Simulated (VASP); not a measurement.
Here is a VASP 6.6.1 calculation.

File INCAR:

```
SYSTEM = I
PREC = Accurate ; ENCUT = 520
EDIFF = 1E-6 ; ISMEAR = -1
SIGMA = 0.1 ; LREAL = .FALSE.
LASPH = .TRUE. ; NELM = 80
ALGO = Normal ; ISIF = 2
LWAVE = .FALSE. ; LCHARG = .FALSE.
GGA = PE ; NBANDS = 14
```

The input KPOINTS:

```
regular mesh
0
G
  11 11 11
  0 0 0
```

POSCAR

```
I
1.0
    1.8783852243     -1.0844862149      3.0732077000
    0.0000000000      2.1689724298      3.0732077000
   -1.8783852243     -1.0844862149      3.0732077000
I
2
Direct
    0.2500000000      0.2500000000      0.2500000000
   -0.2500000000     -0.2500000000     -0.2500000000
```

Potentials or basis: VASP PAW PBE potentials, release 64 (I).

Command:

```console
$ cat potpaw_PBE.64/I/POTCAR > POTCAR
$ mpirun -np 1 vasp_std > vasp.out
```

Question: Estimate the pressure.

Answer: 111.1 GPa.

Question: Estimate the band gap on the k mesh.

Answer: Zero (band 7 reaches 18.73 eV, above the bottom of band 8 at 12.56 eV).

Stress tensor (GPa, compression positive):
```
110.95   0.00   0.00
  0.00 110.95   0.00
  0.00   0.00 111.36
```

Caveat: spin-orbit coupling is left out, which moves the levels of the heavy elements.
